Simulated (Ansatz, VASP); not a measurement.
BaOs3: VASP beside Ansatz

```xyz
4
Lattice="4.1862 0.0000 0.0000 0.0000 4.1862 0.0000 0.0000 0.0000 4.1862" Properties=species:S:1:pos:R:3 pbc="T T T"
Ba    0.0000    0.0000    0.0000
Os    0.0000    2.0931    2.0931
Os    2.0931    0.0000    2.0931
Os    2.0931    2.0931    0.0000
```

Alike in both runs: functional PBE; k mesh 12 × 12 × 12; occupations gaussian, width 0.1 eV; no spin polarisation.

Ansatz relaxed the structure, and its values are those at the end. VASP's run is a single point on that final structure, the one shown.

|  | VASP | Ansatz |
| --- | --- | --- |
| version | VASP 6.6.1 | Ansatz 0.2.0 |
| potentials or method | VASP PAW PBE potentials, release 64 (Ba_sv, Os_sv_GW), cutoff 560 eV | scalar-relativistic, plane waves, PAW |
| valence electrons in the cell | 58 | 58 |

VASP gave:

- gap on the k mesh at the Fermi level (eV): none
- pressure (GPa): 3.5

**Question.** What did Ansatz give for the same quantities?

**Answer.** gap on the k mesh at the Fermi level (eV): none; pressure (GPa): 0.0.

A gap of «none» marks a metal or a gap that the smearing closes. With one functional, cell and mesh, what is left measures potentials, basis and numerics.

Spin-orbit coupling is off throughout.
